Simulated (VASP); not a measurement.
Write the native input for VASP 6.6.1 that does the following.

```
Task                   : single point
Functional             : PBE
Dispersion             : D3(BJ)
Potentials or basis    : VASP PAW PBE potentials, release 64 (C, O)
Cutoff                 : 520 eV
k mesh                 : 6 × 6 × 4
Occupations            : gaussian, width 0.1 eV
Spin                   : no spin polarisation
Dipole correction      : no
Further INCAR settings : ALGO = Normal; EDIFF = 1e-06; NBANDS = 25
```

The structure of CO2 lies in POSCAR:

```
CO2
1.0
    2.6359112300     -2.3873781200      0.0000000000
    2.6359112300      2.3873781200      0.0000000000
    0.0000000000      0.0000000000      6.5871749100
C O
2 4
Direct
    0.0000000000      0.0000000000      0.0000000000
    0.5000000000      0.5000000000      0.5000000000
    0.8065085700      0.1934914300      0.8918433900
    0.1934914300      0.8065085700      0.1081566100
    0.6934914300      0.3065085700      0.3918433900
    0.3065085700      0.6934914300      0.6081566100
```

These files were run (other wordings do the same):

INCAR

```
PREC = Accurate ; ENCUT = 520
EDIFF = 1E-6 ; ISMEAR = 0
SIGMA = 0.1 ; LREAL = F
LASPH = T ; NELM = 80
ALGO = Normal ; ISIF = 2
LWAVE = F ; LCHARG = F
GGA = PE ; IVDW = 12
NBANDS = 25
```

KPOINTS

```
Automatic mesh
0
Gamma
  6 6 4
```

Potentials or basis: VASP PAW PBE potentials, release 64 (C, O).

Run with:

```bash
$ cat potpaw_PBE.64/C/POTCAR potpaw_PBE.64/O/POTCAR > POTCAR
$ mpirun -np 1 vasp_std > vasp.out
```

It gave:

| Quantity | Value |
| --- | --- |
| Pressure | 3.3 GPa |
| Largest force | 0.793 eV/Å |
| Band gap on the k mesh | 6.61 eV, indirect (least direct gap 7.17 eV) |
| Dispersion energy per atom | -0.076 eV |

Run time: 26 s on 1 thread of Intel(R) Xeon(R) 6975P-C (Granite Rapids), on a shared host, peak memory 0.22 GiB.
